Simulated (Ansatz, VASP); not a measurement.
## Pb: VASP beside Ansatz

```
Pb
1.0
     0.00000    2.47502    2.47502
     2.47502    0.00000    2.47502
     2.47502    2.47502    0.00000
Pb
1
Direct
  0.00000 0.00000 0.00000
```

Alike in both runs: task relaxation of cell and atoms; functional PBEsol; k mesh 9 × 9 × 9; occupations fermi-dirac, width 0.05 eV; no spin polarisation.

```csv
,VASP,Ansatz
version,VASP 6.6.1,Ansatz 0.2.0
potentials or method,"VASP PAW PBE potentials, release 64 (Pb_d), cutoff 600 eV","all-electron LAPW, scalar-relativistic"
```

|  | VASP | Ansatz | Ansatz less VASP |
| --- | --- | --- | --- |
| relaxed volume (Å³/atom) | 29.93 | 29.94 | +0.008 |
| relaxed cell length with the largest relative difference (Å) | 3.485 | 3.486 | +0.0003 |

VASP's potentials were made for PBE, not for PBEsol. Ansatz ran all-electron here, and VASP with PAW potentials.

Neither program's run includes spin-orbit coupling.
